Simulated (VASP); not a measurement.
Set up this calculation in VASP 6.6.1, as the native input.

```yaml
Task: single point
Functional: LDA
Potentials_or_basis: VASP PAW LDA potentials, release 64 (Hg)
Cutoff: 520 eV
k_mesh: 12 × 12 × 12
Occupations: fermi-dirac, width 0.1 eV
Spin: no spin polarisation
Dipole_correction: no
Further_INCAR_settings: ALGO = Normal; EDIFF = 1e-06; NBANDS = 19
```

The structure of Hg lies in POSCAR:

```
Hg
1.0
    0.0000000000      3.2205106560      3.2205106560
    3.2205106560      0.0000000000      3.2205106560
    3.2205106560      3.2205106560      0.0000000000
Hg
2
Direct
   -0.1250000000     -0.1250000000     -0.1250000000
    0.1250000000      0.1250000000      0.1250000000
```

One way to write it, as run:

INCAR

```
SYSTEM = Hg
PREC = Accurate
ENCUT = 520
EDIFF = 1E-6
ISMEAR = -1
SIGMA = 0.1
LREAL = .FALSE.
LASPH = .TRUE.
NELM = 100
ALGO = Normal
ISIF = 2
LWAVE = .FALSE.
LCHARG = .FALSE.
NBANDS = 19
```

KPOINTS

```
Automatic mesh
0
G
  12 12 12
  0 0 0
```

Potentials or basis: VASP PAW LDA potentials, release 64 (Hg).

Command:

```sh
$ cat potpaw_LDA.64/Hg/POTCAR > POTCAR
$ mpirun -np 1 vasp_std > vasp.out
```

Results of the run:

| Property | Result |
| --- | --- |
| Pressure | 0.4 GPa |
| Band gap on the k mesh | zero (bands 12 and 13 overlap by 4.12 eV) |

Caveat: spin-orbit coupling is left out, which moves the levels of the heavy elements.

Run time: 28 s on 1 thread of Intel(R) Xeon(R) 6975P-C (Granite Rapids), on a shared host, peak memory 0.21 GiB.
